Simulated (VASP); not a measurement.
# Ta3Ag in VASP: notebook, part 2 of 3

VASP 6.6.1. The steps go on from the part before.

## (3) Single point, PBE

This run uses another cell than the first one, of 17.99 Å³/atom, 1.082 times its volume.

INCAR reads:

```
ALGO     = Fast           # electronic algorithm
EDIFF    = 1E-6           # SCF threshold, eV
ENCUT    = 520            # plane-wave cutoff, eV
GGA      = PE             # functional
ISIF     = 2              # what is computed and relaxed
ISMEAR   = 0              # smearing method
LASPH    = T              # aspherical terms in the spheres
LCHARG   = F              # write CHGCAR
LREAL    = F              # projectors in reciprocal space
LWAVE    = F              # write WAVECAR
NBANDS   = 30             # bands
NELM     = 60             # most SCF steps
PREC     = Accurate       # precision mode
SIGMA    = 0.1            # smearing width, eV
```

KPOINTS reads:

```
k-points
0
Gamma
  12 12 12
```

POSCAR reads:

```
Ta3Ag
1.0
    4.1597228878      0.0000000000      0.0000000000
    0.0000000000      4.1597228878      0.0000000000
    0.0000000000      0.0000000000      4.1597228878
Ta Ag
3 1
Direct
    0.0000000000      0.5000000000      0.5000000000
    0.5000000000      0.0000000000      0.5000000000
    0.5000000000      0.5000000000      0.0000000000
    0.0000000000      0.0000000000      0.0000000000
```

Potentials or basis: VASP PAW PBE potentials, release 64 (Ta_pv, Ag).

Command:

```bash
$ cat potpaw_PBE.64/Ta_pv/POTCAR potpaw_PBE.64/Ag/POTCAR > POTCAR
$ mpirun -np 1 vasp_std > vasp.out
```

OUTCAR:

```text
EDIFF = 1E-6
   ENCUT = 520
   GGA = PE
   ISIF = 2
   ISMEAR = 0
   LASPH = T
   LREAL = F
   NELM = 60
   PREC = Accurate

 ion  position               nearest neighbor table
   1  0.000  0.500  0.500-   2 2.94   3 2.94   4 2.94   3 2.94   4 2.94   2 2.94   4 2.94   4 2.94
                             2 2.94   3 2.94   3 2.94   2 2.94
   2  0.500  0.000  0.500-   1 2.94   3 2.94   4 2.94   3 2.94   4 2.94   1 2.94   3 2.94   3 2.94
                             1 2.94   4 2.94   4 2.94   1 2.94
   3  0.500  0.500  0.000-   1 2.94   2 2.94   4 2.94   1 2.94   2 2.94   2 2.94   4 2.94   2 2.94
                             1 2.94   4 2.94   1 2.94   4 2.94
   4  0.000  0.000  0.000-   1 2.94   2 2.94   3 2.94   1 2.94   2 2.94   1 2.94   3 2.94   1 2.94
                             2 2.94   3 2.94   2 2.94   3 2.94

  LATTYP: Found a simple cubic cell.
 ALAT       =     4.1597228878

  Lattice vectors:

 A1 = (   4.1597228878,   0.0000000000,   0.0000000000)
 A2 = (   0.0000000000,   4.1597228878,   0.0000000000)
 A3 = (   0.0000000000,   0.0000000000,   4.1597228878)

Analysis of symmetry for initial positions (statically):
=====================================================================
 Subroutine PRICEL returns:
 Original cell was already a primitive cell.

 Routine SETGRP: Setting up the symmetry group for a
 simple cubic supercell.

 Subroutine GETGRP returns: Found 48 space group operations
[... 9 lines left out ...]

 Routine SETGRP: Setting up the symmetry group for a
 simple cubic supercell.

 Subroutine GETGRP returns: Found 48 space group operations
[... 11 lines left out ...]
                                     Primitive cell

  volume of cell :      71.9769

  direct lattice vectors                    reciprocal lattice vectors
     4.159722888  0.000000000  0.000000000     0.240400629  0.000000000  0.000000000
     0.000000000  4.159722888  0.000000000     0.000000000  0.240400629  0.000000000
     0.000000000  0.000000000  4.159722888     0.000000000  0.000000000  0.240400629

  length of vectors
     4.159722888  4.159722888  4.159722888     0.240400629  0.240400629  0.240400629

  position of ions in fractional coordinates (direct lattice)
     0.000000000  0.500000000  0.500000000
     0.500000000  0.000000000  0.500000000
     0.500000000  0.500000000  0.000000000
     0.000000000  0.000000000  0.000000000

  ion indices of the primitive-cell ions
   primitive index   ion index
                 1           1
                 2           2
                 3           3
                 4           4

----------------------------------------------------------------------------------------

 KPOINTS: k-points

Automatic generation of k-mesh.
 Grid dimensions read from file:
 generate k-points for:   12   12   12

 Generating k-lattice:

  Cartesian coordinates                     Fractional coordinates (reciprocal lattice)
     0.020033386  0.000000000  0.000000000     0.083333333  0.000000000  0.000000000
     0.000000000  0.020033386  0.000000000     0.000000000  0.083333333  0.000000000
     0.000000000  0.000000000  0.020033386     0.000000000  0.000000000  0.083333333

  Length of vectors
     0.020033386  0.020033386  0.020033386

  Shift w.r.t. Gamma in fractional coordinates (k-lattice)
     0.000000000  0.000000000  0.000000000

 Subroutine IBZKPT returns following result:
 ===========================================

 Found     84 irreducible k-points:

 Following reciprocal coordinates:
            Coordinates               Weight
  0.000000  0.000000  0.000000      1.000000
  0.083333  0.000000  0.000000      6.000000
  0.166667  0.000000  0.000000      6.000000
  0.250000  0.000000  0.000000      6.000000
  0.333333  0.000000  0.000000      6.000000
  0.416667  0.000000  0.000000      6.000000
[... 16 lines left out ...]
  0.333333  0.333333  0.000000     12.000000
  0.416667  0.333333  0.000000     24.000000
 [... further k-points ...]
   k-points           NKPTS =     84   k-points in BZ     NKDIM =     84   number of bands    NBANDS=     30
   number of dos      NEDOS =    301   number of ions     NIONS =      4
   total plane-waves  NPLWV =  32768
   dimension x,y,z NGX =    32 NGY =   32 NGZ =   32
   dimension x,y,z NGXF=    64 NGYF=   64 NGZF=   64
   ions per type =               3   1
   NGX,Y,Z   is equivalent  to a cutoff of  12.79, 12.79, 12.79 a.u.
   NGXF,Y,Z  is equivalent  to a cutoff of  25.58, 25.58, 25.58 a.u.
 SYSTEM =  unknown system
   PREC   = accura    normal or accurate (medium, high low for compatibility)
   ISTART =      0    job   : 0-new  1-cont  2-samecut
   ICHARG =      2    charge: 1-file 2-atom 10-const
   ISPIN  =      1    spin polarized calculation?
   LNONCOLLINEAR =      F non collinear calculations
   LSORBIT =      F    spin-orbit coupling
   LASPH  =      T    aspherical Exc in radial PAW
   ENCUT  =  520.0 eV  38.22 Ry    6.18 a.u.   7.73  7.73  7.73*2*pi/ulx,y,z
   NELM   =     60;   NELMIN=  2; NELMDL= -5     # of ELM steps
   EDIFF  = 0.1E-05   stopping-criterion for ELM
   LREAL  =      F    real-space projection
   EDIFFG = 0.1E-04   stopping-criterion for IOM
   NSW    =      0    number of steps for IOM
   IBRION =     -1    ionic relax: 0-MD 1-quasi-New 2-CG
   NFREE  =      0    steps in history (QN), initial steepest desc. (CG)
   ISIF   =      2    stress and relaxation
   ISYM   =      2    0-nonsym 1-usesym 2-fastsym
   POTIM  = 0.5000    time-step for ionic-motion
   TEBEG  =    0.0;   TEEND  =   0.0 temperature during run
   PSTRESS=    0.0 pullay stress
   NELECT =      44.0000    total number of electrons
   NUPDOWN=      -1.0000    fix difference up-down
   EMIN   =  10.00;   EMAX   =-10.00  energy-range for DOS
   EFERMI =   0.00;   METHOD = LEGACY
   ISMEAR =     0;   SIGMA  =   0.10  broadening in eV -4-tet -1-fermi 0-gaus
   EFERMI_NEDOS =   21; number of points for ismear=-14 and -15
   IALGO  =     68    algorithm
   IMIX   =      4    mixing-type and parameters
     AMIX     =   0.40;   BMIX     =  1.00
     AMIX_MAG =   1.60;   BMIX_MAG =  1.00
  volume/ion in A,a.u.               =      17.99       121.43
  Fermi-wavevector in a.u.,A,eV,Ry     =   1.389402  2.625589 26.265211  1.930439
  Thomas-Fermi vector in A             =   2.513436
   LORBIT       =      0    0 simple, 1 ext, 2 COOP (PROOUT), +10 PAW based schemes
   GGA     = PE    functional components
   LHFCALC =     F    Hartree Fock is set to
   AEXX    =    0.0000 exact exchange contribution
   IVDW    =     0    specifies the selected vdW correction
   LEPSILON=     F    determine dielectric tensor
   LRPA    =     F    only Hartree local field effects (RPA)
 non-spin polarized calculation
 RMM-DIIS sequential band-by-band and
 Gauss-broadening in eV      SIGMA  =   0.10
  energy-cutoff  :      520.00
  volume of cell :       71.98
 maximum number of plane-waves:      1956
 NGX is ok and might be reduce to    32
   NGX = 15   NGY = 15   NGZ = 15

 number of electron      44.0000015 magnetization

 Free energy of the ion-electron system (eV)
  ---------------------------------------------------
  ext. energy  EPLUGINS =         0.00000000
  ---------------------------------------------------
  free energy    TOTEN  =       -37.05038891 eV

  energy without entropy =      -37.02502684  energy(sigma->0) =      -37.03770787

 E-fermi :   6.4917     XC(G=0): -12.4928

 val. band max:        6.4909272865   @ k =   0.4167   0.3333   0.1667
 cond. band min:       6.5026731664   @ k =   0.5000   0.3333   0.2500
 fundamental gap:      0.0117458799
 Fermi energy:         6.4916787555

 k-point     1 :       0.0000    0.0000    0.0000
  band No.  band energies     occupation
      1     -28.0944      2.00000
      2     -28.0944      2.00000
      3     -28.0944      2.00000
      4     -27.6546      2.00000
      5     -27.6546      2.00000
      6     -27.6546      2.00000
[... 22 lines left out ...]
     29      11.0643      0.00000
     30      12.3771      0.00000

 k-point     2 :       0.0833    0.0000    0.0000
  band No.  band energies     occupation
      1     -28.0872      2.00000
      2     -28.0872      2.00000
      3     -28.0835      2.00000
      4     -27.6571      2.00000
      5     -27.6571      2.00000
      6     -27.6557      2.00000
[... 718 lines left out ...]
 k-point    24 :       0.4167    0.3333    0.0000
  band No.  band energies     occupation
      1     -28.0400      2.00000
      2     -27.9522      2.00000
      3     -27.8434      2.00000
      4     -27.7615      2.00000
      5     -27.7178      2.00000
      6     -27.6953      2.00000
[... 22 lines left out ...]
     29       9.7682      0.00000
     30      10.4564      0.00000

 [... further k-points ...]
[... 5 lines left out ...]
  --------------------------------------------------------------------------------------
  -------------------------------------------------------------------------------------
  Total       -0.0067944     -0.0067944     -0.0067944     -0.0000000     -0.0000000     -0.0000000
  in kB       -0.1512399     -0.1512399     -0.1512399     -0.0000000     -0.0000000     -0.0000000
  external PRESSURE =      -0.1512399 kB  Pullay stress =       0.0000000 kB

 VOLUME and BASIS-vectors are now :
 -----------------------------------------------------------------------------
  energy-cutoff  :      520.00
  volume of cell :       71.98
      direct lattice vectors                 reciprocal lattice vectors
     4.159722888  0.000000000  0.000000000     0.240400629  0.000000000  0.000000000
     0.000000000  4.159722888  0.000000000     0.000000000  0.240400629  0.000000000
     0.000000000  0.000000000  4.159722888     0.000000000  0.000000000  0.240400629

 POSITION                                       TOTAL-FORCE (eV/Angst)
 -----------------------------------------------------------------------------------
      0.00000      2.07986      2.07986         0.000000      0.000000      0.000000
      2.07986      0.00000      2.07986         0.000000      0.000000      0.000000
      2.07986      2.07986      0.00000         0.000000      0.000000      0.000000
      0.00000      0.00000      0.00000         0.000000      0.000000      0.000000
 -----------------------------------------------------------------------------------
    total drift:                                0.000000     -0.000000     -0.000000

  FREE ENERGIE OF THE ION-ELECTRON SYSTEM (eV)
  ---------------------------------------------------
  free  energy   TOTEN  =       -37.0503889112 eV

  energy  without entropy=      -37.0250268371  energy(sigma->0) =      -37.03770787
```

Wall time 2.1 min (1 thread of Intel Xeon Platinum 8259CL at 2.50GHz (Skylake/Cascade Lake), shared host); peak memory 0.29 GiB.

What came out:

| Item | Value |
| --- | --- |
| Free energy | -37.0504 eV |
| Pressure | 0.0 GPa |
| Band gap on the k mesh | zero (band 22 reaches 8.88 eV, above the bottom of band 23 at 6.21 eV) |

Levels at points of the mesh, in eV from the Fermi level:
```tsv
k point	band 18	band 19	band 20	band 21	band 22	band 23	band 24	band 25	band 26	band 27
(0.00, 0.00, 0.00)	-1.73	-1.73	-1.02	-1.02	2.39	2.39	2.39	3.01	3.01	3.01
(0.50, 0.00, 0.00)	-1.97	-1.55	-1.55	0.41	0.41	0.42	0.66	1.35	2.17	2.34
(0.50, 0.50, 0.00)	-2.15	-1.78	-1.23	-1.09	-1.09	0.73	0.73	1.76	1.76	1.76
(0.50, 0.50, 0.50)	-2.56	0.11	0.11	0.11	0.14	0.14	0.14	0.89	2.60	2.60
```

Caveat: spin-orbit coupling is left out, which moves the levels of the heavy elements.

(Part 2 of 3 ends here.)
